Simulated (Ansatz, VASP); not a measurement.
# One calculation of Re, two programs

```
Re
1.0
     0.00000    2.76105    2.76105
     2.76105    0.00000    2.76105
     2.76105    2.76105    0.00000
Re
2
Cartesian
  0.6903 0.6903 0.6903
  4.8318 4.8318 4.8318
```

Alike in both runs: task single point; functional RPBE; k mesh 11 × 11 × 11; occupations fermi-dirac, width 0.1 eV; no spin polarisation.

```csv
,VASP,Ansatz
version,VASP 6.6.1,Ansatz 0.2.0
potentials or method,"VASP PAW PBE potentials, release 64 (Re), cutoff 520 eV","plane waves (420 eV) with PAW, scalar-relativistic"
valence electrons in the cell,14,30
```

```tsv
	VASP	Ansatz	Ansatz less VASP
pressure (GPa)	14.6	16.9	+2.31
```

VASP's potentials were made for PBE, not for RPBE. VASP's potentials hold 14 valence electrons a cell and Ansatz's 30, so a difference there can come from the potentials and not from the codes.

Neither program's run includes spin-orbit coupling.
